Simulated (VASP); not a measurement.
# Y (P6_3/mmc) in VASP: notebook, part 2 of 2

VASP 6.6.1. The steps go on from the part before.

**3. Single point, PBE**

This run uses another cell than the first one, of 34.33 Å³/atom, 1.040 times its volume.

INCAR

```
ALGO     = Normal         # electronic algorithm
EDIFF    = 1E-7           # SCF threshold, eV
ENCUT    = 520            # plane-wave cutoff, eV
GGA      = PE             # functional
ISIF     = 2              # what is computed and relaxed
ISMEAR   = 1              # smearing method
LASPH    = True           # aspherical terms in the spheres
LCHARG   = False          # write CHGCAR
LREAL    = False          # projectors in reciprocal space
LWAVE    = False          # write WAVECAR
NBANDS   = 18             # bands
NELM     = 60             # most SCF steps
PREC     = Accurate       # precision mode
SIGMA    = 0.1            # smearing width, eV
```

KPOINTS

```
k-points
0
Gamma
  9 9 5
```

POSCAR

```
Y
1.0
    3.6953976095      0.0000000000      0.0000000000
   -1.8476988047      3.2003082092      0.0000000000
    0.0000000000      0.0000000000      5.8060112795
Y
2
Direct
    0.3333333333      0.6666666667      0.2500000000
    0.6666666667      0.3333333333      0.7500000000
```

Potentials or basis: VASP PAW PBE potentials, release 64 (Y_sv).

The run is started by

```bash
cat potpaw_PBE.64/Y_sv/POTCAR > POTCAR
mpirun -np 1 vasp_std > vasp.out
```

OUTCAR:

```text
EDIFF = 1E-7
   ENCUT = 520
   GGA = PE
   ISIF = 2
   ISMEAR = 1
   LASPH = True
   LREAL = False
   NELM = 60
   PREC = Accurate

 ion  position               nearest neighbor table
   1  0.333  0.667  0.250-   2 3.60   2 3.60   2 3.60   2 3.60   2 3.60   2 3.60
   2  0.667  0.333  0.750-   1 3.60   1 3.60   1 3.60   1 3.60   1 3.60   1 3.60

  LATTYP: Found a hexagonal cell.
 ALAT       =     3.6953976095
 C/A-ratio  =     1.5711465701

  Lattice vectors:

 A1 = (   3.6953976095,   0.0000000000,   0.0000000000)
 A2 = (  -1.8476988047,   3.2003082092,   0.0000000000)
 A3 = (   0.0000000000,   0.0000000000,   5.8060112795)

Analysis of symmetry for initial positions (statically):
=====================================================================
 Subroutine PRICEL returns:
 Original cell was already a primitive cell.

 Routine SETGRP: Setting up the symmetry group for a
 hexagonal supercell.

 Subroutine GETGRP returns: Found 24 space group operations
 (whereof 12 operations were pure point group operations)
 out of a pool of 24 trial point group operations.

The static configuration has the point symmetry D_3d.
 The point group associated with its full space group is D_6h.

Analysis of symmetry for dynamics (positions and initial velocities):
=====================================================================
 Subroutine PRICEL returns:
 Original cell was already a primitive cell.

 Routine SETGRP: Setting up the symmetry group for a
 hexagonal supercell.

 Subroutine GETGRP returns: Found 24 space group operations
 (whereof 12 operations were pure point group operations)
 out of a pool of 24 trial point group operations.

The dynamic configuration has the point symmetry D_3d.
 The point group associated with its full space group is D_6h.

 Subroutine INISYM returns: Found 24 space group operations
 (whereof 12 operations are pure point group operations),
 and found     1 'primitive' translations

----------------------------------------------------------------------------------------

                                     Primitive cell

  volume of cell :      68.6643

  direct lattice vectors                    reciprocal lattice vectors
     3.695397610  0.000000000  0.000000000     0.270606875  0.156234952  0.000000000
    -1.847698805  3.200308209  0.000000000     0.000000000  0.312469904  0.000000000
     0.000000000  0.000000000  5.806011279     0.000000000  0.000000000  0.172235284

  length of vectors
     3.695397610  3.695397611  5.806011279     0.312469905  0.312469904  0.172235284

  position of ions in fractional coordinates (direct lattice)
     0.333333333  0.666666667  0.250000000
     0.666666667  0.333333333  0.750000000

  ion indices of the primitive-cell ions
   primitive index   ion index
                 1           1
                 2           2

----------------------------------------------------------------------------------------

 KPOINTS: k-points

Automatic generation of k-mesh.
 Grid dimensions read from file:
 generate k-points for:    9    9    5

 Generating k-lattice:

  Cartesian coordinates                     Fractional coordinates (reciprocal lattice)
     0.030067431  0.017359439  0.000000000     0.111111111 -0.000000000  0.000000000
     0.000000000  0.034718878  0.000000000     0.000000000  0.111111111  0.000000000
     0.000000000  0.000000000  0.034447057     0.000000000  0.000000000  0.200000000

  Length of vectors
     0.034718878  0.034718878  0.034447057

  Shift w.r.t. Gamma in fractional coordinates (k-lattice)
     0.000000000  0.000000000  0.000000000

 Subroutine IBZKPT returns following result:
 ===========================================

 Found     36 irreducible k-points:

 Following reciprocal coordinates:
            Coordinates               Weight
  0.000000  0.000000  0.000000      1.000000
  0.111111 -0.000000  0.000000      6.000000
  0.222222 -0.000000  0.000000      6.000000
  0.333333 -0.000000  0.000000      6.000000
  0.444444 -0.000000  0.000000      6.000000
  0.111111  0.111111  0.000000      6.000000
[... 16 lines left out ...]
  0.333333  0.222222  0.200000     24.000000
  0.333333  0.333333  0.200000      4.000000
 [... further k-points ...]
   k-points           NKPTS =     36   k-points in BZ     NKDIM =     36   number of bands    NBANDS=     18
   number of dos      NEDOS =    301   number of ions     NIONS =      2
   total plane-waves  NPLWV =  37632
   dimension x,y,z NGX =    28 NGY =   28 NGZ =   48
   dimension x,y,z NGXF=    56 NGYF=   56 NGZF=   96
   ions per type =               2
   NGX,Y,Z   is equivalent  to a cutoff of  12.60, 12.60, 13.74 a.u.
   NGXF,Y,Z  is equivalent  to a cutoff of  25.19, 25.19, 27.49 a.u.
 SYSTEM =  unknown system
   PREC   = accura    normal or accurate (medium, high low for compatibility)
   ISTART =      0    job   : 0-new  1-cont  2-samecut
   ICHARG =      2    charge: 1-file 2-atom 10-const
   ISPIN  =      1    spin polarized calculation?
   LNONCOLLINEAR =      F non collinear calculations
   LSORBIT =      F    spin-orbit coupling
   LASPH  =      T    aspherical Exc in radial PAW
   ENCUT  =  520.0 eV  38.22 Ry    6.18 a.u.   6.87  6.87 10.80*2*pi/ulx,y,z
   NELM   =     60;   NELMIN=  2; NELMDL= -5     # of ELM steps
   EDIFF  = 0.1E-06   stopping-criterion for ELM
   LREAL  =      F    real-space projection
   EDIFFG = 0.1E-05   stopping-criterion for IOM
   NSW    =      0    number of steps for IOM
   IBRION =     -1    ionic relax: 0-MD 1-quasi-New 2-CG
   NFREE  =      0    steps in history (QN), initial steepest desc. (CG)
   ISIF   =      2    stress and relaxation
   ISYM   =      2    0-nonsym 1-usesym 2-fastsym
   POTIM  = 0.5000    time-step for ionic-motion
   TEBEG  =    0.0;   TEEND  =   0.0 temperature during run
   PSTRESS=    0.0 pullay stress
   NELECT =      22.0000    total number of electrons
   NUPDOWN=      -1.0000    fix difference up-down
   EMIN   =  10.00;   EMAX   =-10.00  energy-range for DOS
   EFERMI =   0.00;   METHOD = LEGACY
   ISMEAR =     1;   SIGMA  =   0.10  broadening in eV -4-tet -1-fermi 0-gaus
   EFERMI_NEDOS =   21; number of points for ismear=-14 and -15
   IALGO  =     38    algorithm
   IMIX   =      4    mixing-type and parameters
     AMIX     =   0.40;   BMIX     =  1.00
     AMIX_MAG =   1.60;   BMIX_MAG =  1.00
  volume/ion in A,a.u.               =      34.33       231.68
  Fermi-wavevector in a.u.,A,eV,Ry     =   1.120225  2.116919 17.074020  1.254905
  Thomas-Fermi vector in A             =   2.256870
   LORBIT       =      0    0 simple, 1 ext, 2 COOP (PROOUT), +10 PAW based schemes
   GGA     = PE    functional components
   LHFCALC =     F    Hartree Fock is set to
   AEXX    =    0.0000 exact exchange contribution
   IVDW    =     0    specifies the selected vdW correction
   LEPSILON=     F    determine dielectric tensor
   LRPA    =     F    only Hartree local field effects (RPA)
 non-spin polarized calculation
 Methfessel and Paxton  Order N= 1 SIGMA  =   0.10
  energy-cutoff  :      520.00
  volume of cell :       68.66
 maximum number of plane-waves:      1863
 NGX is ok and might be reduce to    28
   NGX = 13   NGY = 13   NGZ = 21

 number of electron      22.0000001 magnetization

 Free energy of the ion-electron system (eV)
  ---------------------------------------------------
  ext. energy  EPLUGINS =         0.00000000
  ---------------------------------------------------
  free energy    TOTEN  =       -12.84503827 eV

  energy without entropy =      -12.84389606  energy(sigma->0) =      -12.84465753

 E-fermi :   2.7879     XC(G=0):  -9.2583

 val. band max:        2.7756532247   @ k =   0.4444   0.1111   0.4000
 cond. band min:       2.8027617290   @ k =   0.3333   0.1111   0.2000
 fundamental gap:      0.0271085043
 Fermi energy:         2.7878636365

 k-point     1 :       0.0000    0.0000    0.0000
  band No.  band energies     occupation
      1     -40.0139      2.00000
      2     -39.9541      2.00000
      3     -20.2355      2.00000
      4     -19.8279      2.00000
      5     -19.8279      2.00000
      6     -19.7509      2.00000
[... 10 lines left out ...]
     17       5.4851      0.00000
     18       5.4851      0.00000
[... 463 lines left out ...]
 k-point    24 :       0.3333    0.3333    0.2000
  band No.  band energies     occupation
      1     -39.9517      2.00000
      2     -39.9517      2.00000
      3     -20.0759      2.00000
      4     -20.0710      2.00000
      5     -20.0710      2.00000
      6     -19.9421      2.00000
[... 10 lines left out ...]
     17       7.2601      0.00000
     18       7.2601      0.00000

 [... further k-points ...]
[... 5 lines left out ...]
  --------------------------------------------------------------------------------------
  -------------------------------------------------------------------------------------
  Total       -0.6683346     -0.6683346     -0.9319302     -0.0000000      0.0000000      0.0000000
  in kB      -15.5945800    -15.5945800    -21.7451849     -0.0000000      0.0000000      0.0000000
  external PRESSURE =     -17.6447816 kB  Pullay stress =       0.0000000 kB

 VOLUME and BASIS-vectors are now :
 -----------------------------------------------------------------------------
  energy-cutoff  :      520.00
  volume of cell :       68.66
      direct lattice vectors                 reciprocal lattice vectors
     3.695397610  0.000000000  0.000000000     0.270606875  0.156234952  0.000000000
    -1.847698805  3.200308209  0.000000000     0.000000000  0.312469904  0.000000000
     0.000000000  0.000000000  5.806011279     0.000000000  0.000000000  0.172235284

 POSITION                                       TOTAL-FORCE (eV/Angst)
 -----------------------------------------------------------------------------------
     -0.00000      2.13354      1.45150        -0.000000      0.000000      0.000000
      1.84770      1.06677      4.35451         0.000000     -0.000000      0.000000
 -----------------------------------------------------------------------------------
    total drift:                               -0.000000      0.000000     -0.000000

  FREE ENERGIE OF THE ION-ELECTRON SYSTEM (eV)
  ---------------------------------------------------
  free  energy   TOTEN  =       -12.8450382690 eV

  energy  without entropy=      -12.8438960620  energy(sigma->0) =      -12.84465753
```

It took 43 s on 1 thread of Intel Xeon 6975P-C, shared host; peak memory 0.21 GiB.

Results:

- Free energy: -12.8450 eV
- Pressure: -1.8 GPa
- Band gap on the k mesh: zero (band 11 reaches 3.54 eV, above the bottom of band 12 at 2.34 eV)

Levels at points of the mesh, in eV from the Fermi level:
| k point | band 7 | band 8 | band 9 | band 10 | band 11 | band 12 | band 13 | band 14 | band 15 | band 16 |
| --- | --- | --- | --- | --- | --- | --- | --- | --- | --- | --- |
| (0.00, 0.00, 0.00) | -22.54 | -22.51 | -4.62 | -1.80 | 0.75 | 1.71 | 1.71 | 1.98 | 2.28 | 2.28 |
